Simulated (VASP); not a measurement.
Write the native input for VASP 6.6.1 that does the following.

```yaml
Task: single point
Functional: PBE
Potentials_or_basis: VASP PAW PBE potentials, release 64 (K_sv, F)
Cutoff: 520 eV
k_mesh: 8 × 8 × 8
Occupations: gaussian, width 0.05 eV
Spin: no spin polarisation
Dipole_correction: no
Further_INCAR_settings: ALGO = Normal; EDIFF = 1e-06; NBANDS = 15
```

The structure of KF lies in POSCAR:

```
KF
1.0
    0.0000000000      2.7105354767      2.6088903963
    2.7579698475      0.0000000000      2.6088903963
    2.7579698475      2.7105354767      0.0000000000
K F
1 1
Direct
    0.0000000000      0.0000000000      0.0000000000
    0.5000000000      0.5000000000      0.5000000000
```

This cell differs from its parent crystal: normal strain along x +0.0175, normal strain along z -0.0375.

These files were run (other wordings do the same):

INCAR

```
SYSTEM = KF
  ALGO = Normal
  EDIFF = 1E-6
  ENCUT = 520
  GGA = PE
  ISIF = 2
  ISMEAR = 0
  LASPH = .TRUE.
  LCHARG = .TRUE.
  LELF = .TRUE.
  LREAL = .FALSE.
  LVHAR = .TRUE.
  LWAVE = .FALSE.
  NBANDS = 15
  NELM = 60
  PREC = Accurate
  SIGMA = 0.05
```

KPOINTS

```
k-points
0
G
  8 8 8
  0 0 0
```

Potentials or basis: VASP PAW PBE potentials, release 64 (K_sv, F).

The run is started by

```sh
$ cat potpaw_PBE.64/K_sv/POTCAR potpaw_PBE.64/F/POTCAR > POTCAR
$ mpirun -np 1 vasp_std > vasp.out
```

It gave:

```json
{
  "Pressure": "0.9 GPa",
  "Band gap on the k mesh": "5.99 eV"
}
```

Caveat: the cell differs from its parent crystal (normal strain along x +0.0175, normal strain along z -0.0375).

Run time: 84 s on 1 thread of Intel Xeon 8259CL, with other jobs on the host, peak memory 0.2 GiB.
